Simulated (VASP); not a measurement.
Here is a VASP 6.6.1 calculation.

Contents of INCAR:

```
SYSTEM = W
AGGAC = 1.0
AGGAX = 1.0
ALDAC = 0.0
ALDAX = 1.0
ALGO = Normal
EDIFF = 1E-6
ENCUT = 520
GGA = B5
ISIF = 2
ISMEAR = -1
LASPH = .TRUE.
LCHARG = .FALSE.
LREAL = .FALSE.
LWAVE = .FALSE.
NBANDS = 28
NELM = 60
PREC = Accurate
SIGMA = 0.1
```

KPOINTS

```
k-points
0
G
  9 9 13
  0 0 0
```

The input POSCAR:

```
W
1.0
    4.8713835385      0.0000000000      0.0000000000
   -2.4356917693      4.2187418960      0.0000000000
    0.0000000000      0.0000000000      2.7040198358
W
3
Direct
    1.0000000000      0.0000000000      0.0000000000
    0.3333333333      0.6666666667      0.5000000000
    0.6666666667      0.3333333333      0.5000000000
```

Potentials or basis: VASP PAW PBE potentials, release 64 (W_sv).

Run with:

```console
$ cat potpaw_PBE.64/W_sv/POTCAR > POTCAR
$ mpirun -np 1 vasp_std > vasp.out
```

Task: Estimate the pressure.

Result: -15.1 GPa.

Task: Predict the band gap on the k mesh.

Result: Zero (bands 21 and 22 overlap by 0.67 eV).

Stress tensor (GPa, compression positive):
```
-14.02   0.00   0.00
  0.00 -14.02   0.00
  0.00   0.00 -17.23
```

Caveat: the cell stands under tension; the PAW data sets were made with another functional, which shifts forces and pressure a little; spin-orbit coupling is left out, which moves the levels of the heavy elements.
